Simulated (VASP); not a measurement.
# InSb (P4/mmm) in VASP: a series of runs

The runs below take InSb through single point, with PBE.

Everything below comes from runs of VASP 6.6.1. Logs are shortened: lines on timing, memory, paths and dates and some standing lists are left out, and cuts for length are marked.

### Step 1. The cell of the first run

Symmetry: P4/mmm, No. 123, tetragonal system. Conventional cell: a = 3.199 Å, b = 3.199 Å, c = 5.798 Å, α = 90.00°, β = 90.00°, γ = 90.00°. In (site symmetry 4/mmm) has 2 Sb at 2.90 Å and 4 In at 3.20 Å within 3.8 Å. Sb (site symmetry 4/mmm) has 2 In at 2.90 Å and 4 Sb at 3.20 Å within 3.8 Å.

### Step 2. Single point, PBE (the cell strained)

INCAR

```
PREC = Accurate ; ENCUT = 500
EDIFF = 1E-6 ; ISMEAR = 0
SIGMA = 0.15 ; LREAL = F
LASPH = T ; NELM = 120
ALGO = Normal ; ISIF = 2
LWAVE = F ; LCHARG = T
GGA = PE ; LELF = T
LVHAR = T ; NBANDS = 16
GGA_COMPAT = F
```

KPOINTS

```
Automatic mesh
0
Gamma
  14 14 8
```

POSCAR

```
InSb
1.0
    3.1991335599      0.0000000000      0.0000000000
    0.0000000000      3.1991335599      0.0000000000
    0.0000000000      0.0000000000      5.7975656340
In Sb
1 1
Direct
    0.0000000000      0.0000000000      0.0000000000
    0.0000000000      0.0000000000      0.5000000000
```

Potentials or basis: VASP PAW PBE potentials, release 64 (In_d, Sb).

The run is started by

```sh
cat potpaw_PBE.64/In_d/POTCAR potpaw_PBE.64/Sb/POTCAR > POTCAR
mpirun -np 1 vasp_std > vasp.out
```

OUTCAR:

```text
PREC = Accurate
   ENCUT = 500
   EDIFF = 1E-6
   ISMEAR = 0
   LREAL = F
   LASPH = T
   NELM = 120
   ISIF = 2
   GGA = PE

 ion  position               nearest neighbor table
   1  0.000  0.000  0.000-   2 2.90   2 2.90
   2  0.000  0.000  0.500-   1 2.90   1 2.90

  LATTYP: Found a simple tetragonal cell.
 ALAT       =     3.1991335599
 C/A-ratio  =     1.8122299446

  Lattice vectors:

 A1 = (   3.1991335599,   0.0000000000,   0.0000000000)
 A2 = (   0.0000000000,   3.1991335599,   0.0000000000)
 A3 = (   0.0000000000,   0.0000000000,   5.7975656340)

Analysis of symmetry for initial positions (statically):
=====================================================================
 Subroutine PRICEL returns:
 Original cell was already a primitive cell.

 Routine SETGRP: Setting up the symmetry group for a
 simple tetragonal supercell.

 Subroutine GETGRP returns: Found 16 space group operations
 (whereof 16 operations were pure point group operations)
 out of a pool of 16 trial point group operations.

The static configuration has the point symmetry D_4h.

Analysis of symmetry for dynamics (positions and initial velocities):
=====================================================================
 Subroutine PRICEL returns:
 Original cell was already a primitive cell.

 Routine SETGRP: Setting up the symmetry group for a
 simple tetragonal supercell.

 Subroutine GETGRP returns: Found 16 space group operations
 (whereof 16 operations were pure point group operations)
 out of a pool of 16 trial point group operations.

The dynamic configuration has the point symmetry D_4h.

 Subroutine INISYM returns: Found 16 space group operations
 (whereof 16 operations are pure point group operations),
 and found     1 'primitive' translations

----------------------------------------------------------------------------------------

                                     Primitive cell

  volume of cell :      59.3349

  direct lattice vectors                    reciprocal lattice vectors
     3.199133560  0.000000000  0.000000000     0.312584636  0.000000000  0.000000000
     0.000000000  3.199133560  0.000000000     0.000000000  0.312584636  0.000000000
     0.000000000  0.000000000  5.797565634     0.000000000  0.000000000  0.172486189

  length of vectors
     3.199133560  3.199133560  5.797565634     0.312584636  0.312584636  0.172486189

  position of ions in fractional coordinates (direct lattice)
     0.000000000  0.000000000  0.000000000
     0.000000000  0.000000000  0.500000000

  ion indices of the primitive-cell ions
   primitive index   ion index
                 1           1
                 2           2

----------------------------------------------------------------------------------------

 KPOINTS: Automatic mesh

Automatic generation of k-mesh.
 Grid dimensions read from file:
 generate k-points for:   14   14    8

 Generating k-lattice:

  Cartesian coordinates                     Fractional coordinates (reciprocal lattice)
     0.022327474  0.000000000  0.000000000     0.071428571  0.000000000  0.000000000
     0.000000000  0.022327474  0.000000000     0.000000000  0.071428571  0.000000000
     0.000000000  0.000000000  0.021560774     0.000000000  0.000000000  0.125000000

  Length of vectors
     0.022327474  0.022327474  0.021560774

  Shift w.r.t. Gamma in fractional coordinates (k-lattice)
     0.000000000  0.000000000  0.000000000

 Subroutine IBZKPT returns following result:
 ===========================================

 Found    180 irreducible k-points:

 Following reciprocal coordinates:
            Coordinates               Weight
  0.000000  0.000000  0.000000      1.000000
  0.071429  0.000000  0.000000      4.000000
  0.142857  0.000000  0.000000      4.000000
  0.214286  0.000000  0.000000      4.000000
  0.285714  0.000000  0.000000      4.000000
  0.357143  0.000000  0.000000      4.000000
[... 16 lines left out ...]
  0.285714  0.214286  0.000000      8.000000
  0.357143  0.214286  0.000000      8.000000
 [... further k-points ...]
   k-points           NKPTS =    180   k-points in BZ     NKDIM =    180   number of bands    NBANDS=     16
   number of dos      NEDOS =    301   number of ions     NIONS =      2
   total plane-waves  NPLWV =  24192
   dimension x,y,z NGX =    24 NGY =   24 NGZ =   42
   dimension x,y,z NGXF=    48 NGYF=   48 NGZF=   84
   ions per type =               1   1
   NGX,Y,Z   is equivalent  to a cutoff of  12.47, 12.47, 12.04 a.u.
   NGXF,Y,Z  is equivalent  to a cutoff of  24.94, 24.94, 24.09 a.u.
 SYSTEM =  unknown system
   PREC   = accura    normal or accurate (medium, high low for compatibility)
   ISTART =      0    job   : 0-new  1-cont  2-samecut
   ICHARG =      2    charge: 1-file 2-atom 10-const
   ISPIN  =      1    spin polarized calculation?
   LNONCOLLINEAR =      F non collinear calculations
   LSORBIT =      F    spin-orbit coupling
   LASPH  =      T    aspherical Exc in radial PAW
   ENCUT  =  500.0 eV  36.75 Ry    6.06 a.u.   5.83  5.83 10.57*2*pi/ulx,y,z
   NELM   =    120;   NELMIN=  2; NELMDL= -5     # of ELM steps
   EDIFF  = 0.1E-05   stopping-criterion for ELM
   LREAL  =      F    real-space projection
   EDIFFG = 0.1E-04   stopping-criterion for IOM
   NSW    =      0    number of steps for IOM
   IBRION =     -1    ionic relax: 0-MD 1-quasi-New 2-CG
   NFREE  =      0    steps in history (QN), initial steepest desc. (CG)
   ISIF   =      2    stress and relaxation
   ISYM   =      2    0-nonsym 1-usesym 2-fastsym
   POTIM  = 0.5000    time-step for ionic-motion
   TEBEG  =    0.0;   TEEND  =   0.0 temperature during run
   PSTRESS=    0.0 pullay stress
   NELECT =      18.0000    total number of electrons
   NUPDOWN=      -1.0000    fix difference up-down
   EMIN   =  10.00;   EMAX   =-10.00  energy-range for DOS
   EFERMI =   0.00;   METHOD = LEGACY
   ISMEAR =     0;   SIGMA  =   0.15  broadening in eV -4-tet -1-fermi 0-gaus
   EFERMI_NEDOS =   21; number of points for ismear=-14 and -15
   IALGO  =     38    algorithm
   IMIX   =      4    mixing-type and parameters
     AMIX     =   0.40;   BMIX     =  1.00
     AMIX_MAG =   1.60;   BMIX_MAG =  1.00
  volume/ion in A,a.u.               =      29.67       200.21
  Fermi-wavevector in a.u.,A,eV,Ry     =   1.100007  2.078712 16.463265  1.210016
  Thomas-Fermi vector in A             =   2.236411
   LORBIT       =      0    0 simple, 1 ext, 2 COOP (PROOUT), +10 PAW based schemes
   GGA     = PE    functional components
   LHFCALC =     F    Hartree Fock is set to
   AEXX    =    0.0000 exact exchange contribution
   IVDW    =     0    specifies the selected vdW correction
   LEPSILON=     F    determine dielectric tensor
   LRPA    =     F    only Hartree local field effects (RPA)
 non-spin polarized calculation
 Gauss-broadening in eV      SIGMA  =   0.15
  energy-cutoff  :      500.00
  volume of cell :       59.33
 maximum number of plane-waves:      1552
 NGX is ok and might be reduce to    24
   NGX = 11   NGY = 11   NGZ = 21

 number of electron      18.0000005 magnetization

 Free energy of the ion-electron system (eV)
  ---------------------------------------------------
  ext. energy  EPLUGINS =         0.00000000
  ---------------------------------------------------
  free energy    TOTEN  =        -6.45265047 eV

  energy without entropy =       -6.43765842  energy(sigma->0) =       -6.44515445

 E-fermi :   6.5270     XC(G=0):  -9.6096

 val. band max:        6.5198179856   @ k =   0.4286   0.1429   0.0000
 cond. band min:       6.5547811579   @ k =   0.3571   0.2143   0.3750
 fundamental gap:      0.0349631723
 Fermi energy:         6.5270218107

 k-point     1 :       0.0000    0.0000    0.0000
  band No.  band energies     occupation
      1      -8.3047      2.00000
      2      -8.2206      2.00000
      3      -7.8842      2.00000
      4      -7.8842      2.00000
      5      -7.8164      2.00000
      6      -4.7289      2.00000
[... 8 lines left out ...]
     15      14.8646      0.00000
     16      17.4805      0.00000

 k-point     2 :       0.0714    0.0000    0.0000
  band No.  band energies     occupation
      1      -8.2915      2.00000
      2      -8.2128      2.00000
      3      -7.8930      2.00000
      4      -7.8834      2.00000
      5      -7.8230      2.00000
      6      -4.6603      2.00000
[... 8 lines left out ...]
     15      15.1112      0.00000
     16      16.3852      0.00000

 k-point     3 :       0.1429    0.0000    0.0000
  band No.  band energies     occupation
      1      -8.2636      2.00000
      2      -8.1820      2.00000
      3      -7.9176      2.00000
      4      -7.8814      2.00000
      5      -7.8414      2.00000
      6      -4.4561      2.00000
[... 8 lines left out ...]
     15      15.2066      0.00000
     16      16.7242      0.00000

 k-point     4 :       0.2143    0.0000    0.0000
  band No.  band energies     occupation
      1      -8.2412      2.00000
      2      -8.1196      2.00000
      3      -7.9527      2.00000
      4      -7.8785      2.00000
      5      -7.8678      2.00000
      6      -4.1236      2.00000
[... 8 lines left out ...]
     15      15.6123      0.00000
     16      17.8028      0.00000

 k-point     5 :       0.2857    0.0000    0.0000
  band No.  band energies     occupation
      1      -8.2261      2.00000
      2      -8.0411      2.00000
      3      -7.9911      2.00000
      4      -7.8969      2.00000
      5      -7.8752      2.00000
      6      -3.6812      2.00000
[... 8 lines left out ...]
     15      16.1335      0.00000
     16      18.2465      0.00000

 k-point     6 :       0.3571    0.0000    0.0000
  band No.  band energies     occupation
      1      -8.2152      2.00000
      2      -8.0252      2.00000
      3      -7.9679      2.00000
      4      -7.9229      2.00000
      5      -7.8723      2.00000
      6      -3.1743      2.00000
[... 8 lines left out ...]
     15      16.7057      0.00000
     16      18.4837      0.00000

 k-point     7 :       0.4286    0.0000    0.0000
  band No.  band energies     occupation
      1      -8.2084      2.00000
      2      -8.0486      2.00000
      3      -7.9409      2.00000
      4      -7.9168      2.00000
      5      -7.8703      2.00000
      6      -2.7124      2.00000
[... 8 lines left out ...]
     15      17.2066      0.00000
     16      17.9737      0.00000

 k-point     8 :       0.5000    0.0000    0.0000
  band No.  band energies     occupation
      1      -8.2060      2.00000
      2      -8.0568      2.00000
      3      -7.9472      2.00000
      4      -7.8984      2.00000
      5      -7.8695      2.00000
      6      -2.5080      2.00000
[... 8 lines left out ...]
     15      17.4298      0.00000
     16      17.4999      0.00000

 k-point     9 :       0.0714    0.0714    0.0000
  band No.  band energies     occupation
      1      -8.2768      2.00000
      2      -8.2064      2.00000
      3      -7.8931      2.00000
      4      -7.8914      2.00000
      5      -7.8297      2.00000
      6      -4.5917      2.00000
[... 8 lines left out ...]
     15      15.4094      0.00000
     16      16.2699      0.00000
[... 172 lines left out ...]
 k-point    19 :       0.3571    0.1429    0.0000
  band No.  band energies     occupation
      1      -8.1495      2.00000
      2      -8.0207      2.00000
      3      -7.9588      2.00000
      4      -7.9478      2.00000
      5      -7.9037      2.00000
      6      -2.9040      2.00000
[... 8 lines left out ...]
     15      15.6762      0.00000
     16      16.5445      0.00000

 k-point    20 :       0.4286    0.1429    0.0000
  band No.  band energies     occupation
      1      -8.1435      2.00000
      2      -8.0437      2.00000
      3      -7.9778      2.00000
      4      -7.9014      2.00000
      5      -7.8952      2.00000
      6      -2.4421      2.00000
[... 8 lines left out ...]
     15      16.0946      0.00000
     16      17.0071      0.00000

 k-point    21 :       0.5000    0.1429    0.0000
  band No.  band energies     occupation
      1      -8.1414      2.00000
      2      -8.0519      2.00000
      3      -7.9847      2.00000
      4      -7.9005      2.00000
      5      -7.8763      2.00000
      6      -2.2375      2.00000
[... 8 lines left out ...]
     15      16.2787      0.00000
     16      17.2222      0.00000

 k-point    22 :       0.2143    0.2143    0.0000
  band No.  band energies     occupation
      1      -8.1142      2.00000
      2      -8.0772      2.00000
      3      -7.9492      2.00000
      4      -7.9410      2.00000
      5      -7.9292      2.00000
      6      -3.5209      2.00000
[... 8 lines left out ...]
     15      15.5270      0.00000
     16      16.2864      0.00000

 k-point    23 :       0.2857    0.2143    0.0000
  band No.  band energies     occupation
      1      -8.0983      2.00000
      2      -7.9964      2.00000
      3      -7.9829      2.00000
      4      -7.9637      2.00000
      5      -7.9404      2.00000
      6      -3.0798      2.00000
[... 8 lines left out ...]
     15      15.0226      0.00000
     16      15.9642      0.00000

 k-point    24 :       0.3571    0.2143    0.0000
  band No.  band energies     occupation
      1      -8.0890      2.00000
      2      -8.0159      2.00000
      3      -7.9950      2.00000
      4      -7.9367      2.00000
      5      -7.9181      2.00000
      6      -2.5734      2.00000
[... 8 lines left out ...]
     15      14.7091      0.00000
     16      16.4666      0.00000

 [... further k-points ...]
[... 5 lines left out ...]
  --------------------------------------------------------------------------------------
  -------------------------------------------------------------------------------------
  Total       -0.8263685     -0.8263685      2.7821168      0.0000000      0.0000000      0.0000000
  in kB      -22.3138205    -22.3138205     75.1234508      0.0000000      0.0000000      0.0000000
  external PRESSURE =      10.1652699 kB  Pullay stress =       0.0000000 kB

 VOLUME and BASIS-vectors are now :
 -----------------------------------------------------------------------------
  energy-cutoff  :      500.00
  volume of cell :       59.33
      direct lattice vectors                 reciprocal lattice vectors
     3.199133560  0.000000000  0.000000000     0.312584636  0.000000000  0.000000000
     0.000000000  3.199133560  0.000000000     0.000000000  0.312584636  0.000000000
     0.000000000  0.000000000  5.797565634     0.000000000  0.000000000  0.172486189

 POSITION                                       TOTAL-FORCE (eV/Angst)
 -----------------------------------------------------------------------------------
      0.00000      0.00000      0.00000         0.000000      0.000000      0.000000
      0.00000      0.00000      2.89878         0.000000      0.000000      0.000000
 -----------------------------------------------------------------------------------
    total drift:                                0.000000      0.000000     -0.000000

  FREE ENERGIE OF THE ION-ELECTRON SYSTEM (eV)
  ---------------------------------------------------
  free  energy   TOTEN  =        -6.4526504708 eV

  energy  without entropy=       -6.4376584208  energy(sigma->0) =       -6.44515445
```

Run time: 35 s. Hardware: 1 thread of Intel Xeon 6975P-C (Granite Rapids), shared host; peak memory 0.29 GiB.

Results:

```yaml
Free_energy: -6.4527 eV
Pressure: 1.0 GPa
Band_gap_on_the_k_mesh: zero (bands 9 and 10 overlap by 5.28 eV)
```

Caveat: the cell differs from its parent crystal (the cell strained); spin-orbit coupling is left out, which moves the levels of the heavy elements.

### Step 3. Single point, PBE (the cell strained)

INCAR

```
SYSTEM = InSb
ALGO     = Normal         ! electronic algorithm
EDIFF    = 1E-6           ! SCF threshold, eV
ENCUT    = 500            ! plane-wave cutoff, eV
GGA      = PE             ! functional
GGA_COMPAT= .FALSE.      
ISIF     = 2              ! what is computed and relaxed
ISMEAR   = 0              ! smearing method
LASPH    = .TRUE.         ! aspherical terms in the spheres
LCHARG   = .TRUE.         ! write CHGCAR
LELF     = .TRUE.         ! ELF
LREAL    = .FALSE.        ! projectors in reciprocal space
LVHAR    = .TRUE.       
LWAVE    = .FALSE.        ! write WAVECAR
NBANDS   = 16             ! bands
NELM     = 120            ! most SCF steps
PREC     = Accurate       ! precision mode
SIGMA    = 0.15           ! smearing width, eV
```

KPOINTS

```
k-points
0
G
  14 14 8
  0 0 0
```

POSCAR

```
InSb
1.0
    2.9827670389      0.0000000000      0.0000000000
    0.0000000000      2.9827670389      0.0000000000
    0.0000000000      0.0000000000      6.6703174498
In Sb
1 1
Direct
    0.0000000000      0.0000000000      0.0000000000
    0.0000000000      0.0000000000      0.5000000000
```

Potentials or basis: VASP PAW PBE potentials, release 64 (In_d, Sb).

The run is started by

```sh
cat potpaw_PBE.64/In_d/POTCAR potpaw_PBE.64/Sb/POTCAR > POTCAR
mpirun -np 1 vasp_std > vasp.out
```

Run time: 39 s. Hardware: 1 thread of Intel Xeon 6975P-C (Granite Rapids), shared host; peak memory 0.3 GiB.

The run converged. Its results:

```yaml
Free_energy: -6.4613 eV
Pressure: 1.4 GPa
Band_gap_on_the_k_mesh: zero (bands 9 and 10 overlap by 5.28 eV)
```

Stress tensor (GPa, compression positive):
```
 4.17  0.00  0.00
 0.00  4.17  0.00
 0.00  0.00 -4.00
```

Levels at points of the mesh, in eV from the Fermi level:
```
           k point  band 6  band 7  band 8  band 9  band 10  band 11  band 12  band 13
(0.00, 0.00, 0.00)  -11.94   -7.56   -4.62    3.16     4.81     4.81     6.78     8.15
(0.50, 0.00, 0.00)   -8.90   -5.33   -3.58   -2.18    -1.92     2.78     6.08     7.34
(0.50, 0.50, 0.00)   -5.57   -2.96   -2.96    0.67     0.73     0.73     0.86     2.81
(0.00, 0.00, 0.50)  -11.87   -8.27   -2.06   -0.71     4.89     4.89     8.17     8.83
(0.50, 0.00, 0.50)   -8.88   -5.19   -4.48   -2.62     0.78     2.49     4.88     5.78
(0.50, 0.50, 0.50)   -5.56   -2.87   -2.87   -0.70     0.37     0.37     2.98     4.06
```

Caveat: the cell differs from its parent crystal (the cell strained); spin-orbit coupling is left out, which moves the levels of the heavy elements.
